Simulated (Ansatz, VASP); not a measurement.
## Pt in VASP and in Ansatz

```
Pt
1.0
     0.00000    2.05579    1.86000
     2.05579    0.00000    1.86000
     2.05579    2.05579    0.00000
Pt
1
Direct
  0.00000 0.00000 0.00000
```

Change from the starting cell: strain +0.050 along x and y, -0.050 along z, atoms carried along.

Alike in both runs: task single point; functional PBEsol; k mesh 20 × 20 × 20; occupations gaussian, width 0.15 eV; no spin polarisation.

```csv
,VASP,Ansatz
version,VASP 6.6.1,Ansatz 0.2.0
potentials or method,"VASP PAW PBE potentials, release 64 (Pt), cutoff 520 eV","scalar-relativistic, plane waves, PAW"
valence electrons in the cell,10,18
```

Ansatz gave:

| Quantity | Value |
| --- | --- |
| gap on the k mesh at the Fermi level (eV) | none |
| pressure (GPa) | -10.6 |
| traceless stress, the component that is largest in VASP (GPa) | 3.44 |

What did VASP give for the same quantities?

gap on the k mesh at the Fermi level (eV): none; pressure (GPa): -11.0; traceless stress, the component that is largest in VASP (GPa): 3.43.

VASP's potentials were made for PBE, not for PBEsol. A gap of «none» marks a metal or a gap that the smearing closes. VASP's potentials hold 10 valence electrons a cell and Ansatz's 18, so a difference there can come from the potentials and not from the codes.

Spin-orbit coupling is off throughout.
